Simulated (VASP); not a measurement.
Here is a VASP 6.6.1 calculation.

Contents of INCAR:

```
ALGO = Normal ; EDIFF = 1E-6
ENCUT = 520 ; GGA = PE
ISIF = 2 ; ISMEAR = -1
LASPH = True ; LCHARG = True
LELF = True ; LREAL = False
LVHAR = True ; LWAVE = False
NBANDS = 44 ; NELM = 80
PREC = Accurate ; SIGMA = 0.1
```

File KPOINTS:

```
k-points
0
Gamma
  4 4 2
```

POSCAR

```
BaZnSbCl
1.0
    4.7021810000      0.0000000000      0.0000000000
    0.0000000000      4.7021810000      0.0000000000
    0.0000000000      0.0000000000     10.3602020000
Ba Cl Zn Sb
2 2 2 2
Direct
    0.7500000000      0.7500000000      0.3507900000
    0.2500000000      0.2500000000      0.6492100000
    0.2500000000      0.7500000000      0.5000000000
    0.7500000000      0.2500000000      0.5000000000
    0.2500000000      0.7500000000      0.0000000000
    0.7500000000      0.2500000000      0.0000000000
    0.2500000000      0.2500000000      0.1660400000
    0.7500000000      0.7500000000      0.8339600000
```

Potentials or basis: VASP PAW PBE potentials, release 64 (Ba_sv, Cl, Zn, Sb).

Run with:

```console
$ cat potpaw_PBE.64/Ba_sv/POTCAR potpaw_PBE.64/Cl/POTCAR potpaw_PBE.64/Zn/POTCAR potpaw_PBE.64/Sb/POTCAR > POTCAR
$ mpirun -np 1 vasp_std > vasp.out
```

Question: Estimate the largest force.

Answer: 3.379 eV/Å.

Question: Estimate the band gap on the k mesh.

Answer: Zero (band 34 reaches 4.06 eV, above the bottom of band 35 at 3.99 eV).

Stress tensor (GPa, compression positive):
```
5.00 0.00 0.00
0.00 5.00 0.00
0.00 0.00 3.55
```

Caveat: spin-orbit coupling is left out, which moves the levels of the heavy elements; forces of over 1 eV/Å act on the atoms, so gaps and moduli don't describe the material at rest.
